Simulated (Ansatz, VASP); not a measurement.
Two plane-wave programs on HfO2

Contents of INCAR:

```
SYSTEM = HfO2
ALGO = Normal
EDIFF = 1E-7
ENCUT = 520
GGA = PE
ISIF = 2
ISMEAR = 0
LASPH = .TRUE.
LCHARG = .FALSE.
LREAL = .FALSE.
LWAVE = .FALSE.
NBANDS = 18
NELM = 60
PREC = Accurate
SIGMA = 0.02
```

File KPOINTS:

```
k-points
0
G
  8 8 8
  0 0 0
```

Contents of POSCAR:

```
HfO2
1.0
    0.0000000000      2.5988204737      2.5988204737
    2.5988204737      0.0000000000      2.5988204737
    2.5988204737      2.5988204737      0.0000000000
Hf O
1 2
Direct
    0.0000000000      0.0000000000      0.0000000000
    0.7500000000      0.7500000000      0.7500000000
    0.2500000000      0.2500000000      0.2500000000
```

Input for Ansatz:

```yaml
crystal:
  lattice:
    - [0.0, 2.5988204737, 2.5988204737]
    - [2.5988204737, 0.0, 2.5988204737]
    - [2.5988204737, 2.5988204737, 0.0]
  atoms:
    - { symbol: Hf, position: [0.0, 0.0, 0.0] }
    - { symbol: O, position: [0.75, 0.75, 0.75] }
    - { symbol: O, position: [0.25, 0.25, 0.25] }
basis:
  ecutwfc: 420
kpoints:
  mp_grid: { grid: [8, 8, 8] }
hamiltonian:
  xc: pbe
scf:
  occupations: { method: gaussian, width: 0.02 }
output:
  forces: true
  stress: true
  eigenvalues: true
```

Alike in both runs: task single point; functional PBE; k mesh 8 × 8 × 8; occupations gaussian, width 0.02 eV; no spin polarisation.

|  | VASP | Ansatz |
| --- | --- | --- |
| version | VASP 6.6.1 | Ansatz 0.2.0 |
| potentials or method | VASP PAW PBE potentials, release 64 (Hf_pv, O), cutoff 520 eV | scalar-relativistic, plane waves, PAW |
| valence electrons in the cell | 22 | 38 |

```tsv
	VASP	Ansatz	Ansatz less VASP
gap on the k mesh at the Fermi level (eV)	3.60	3.60	+0.004
least direct gap on the mesh (eV)	3.60	3.60	+0.004
pressure (GPa)	-15.8	-12.7	+3.11
```

VASP's potentials hold 22 valence electrons a cell and Ansatz's 38, so a difference there can come from the potentials and not from the codes.

Spin-orbit coupling is off throughout.
